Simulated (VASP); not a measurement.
The system is AlN.

```xyz
4
Lattice="3.0886 0.0000 -0.3089 -1.5443 2.6748 0.1544 -0.4944 0.0000 4.7458" Properties=species:S:1:pos:R:3 pbc="T T T"
Al   -0.0008    1.7832    0.0072
Al    1.2964    0.8916    2.2257
N    -0.1896    1.7832    1.8199
N     1.1076    0.8916    4.0384
```

This cell differs from its parent crystal: engineering shear strain xz -0.2000, normal strain along z -0.0400.

```yaml
Program: VASP 6.6.1
Task: relaxation of the atoms
Functional: LDA
Potentials_or_basis: VASP PAW LDA potentials, release 64 (Al, N)
Cutoff: 520 eV
k_mesh: 9 × 9 × 6
Occupations: gaussian, width 0.05 eV
Spin: no spin polarisation
```

At the start: pressure 13.7 GPa; volume 9.70 Å³/atom.

Task: Where does the relaxation end?

Result: Over 11 steps the energy falls by 30.8 meV/atom at a fixed cell; space group Cc (No. 9, to 0.1 Å) before and after.

The path:
```
step  energy change (eV)  largest force (eV/Å)  pressure (GPa)
   1              0.0000                1.5627           13.68
   2             -0.0394                1.2430           10.29
   3             -0.1178                0.2968           10.86
   4             -0.1217                0.1343           10.34
   5             -0.1221                0.0512           10.46
   6             -0.1225                0.0422           10.47
   7             -0.1229                0.0404           10.50
   8             -0.1230                0.0374           10.44
   9             -0.1230                0.0125           10.46
  10             -0.1230                0.0130           10.46
  11             -0.1230                0.0090           10.46
```

Final structure:
```
Al N
1.0
     3.08862    0.00000   -0.30886
    -1.54431    2.67482    0.15443
    -0.49436    0.00000    4.74584
Al N
2 2
Direct
  0.34474 0.66594 0.99942
  0.67880 0.33406 0.49942
  0.32622 0.67598 0.38558
  0.65024 0.32402 0.88558
```

Caveat: the cell differs from its parent crystal (engineering shear strain xz -0.2000, normal strain along z -0.0400).
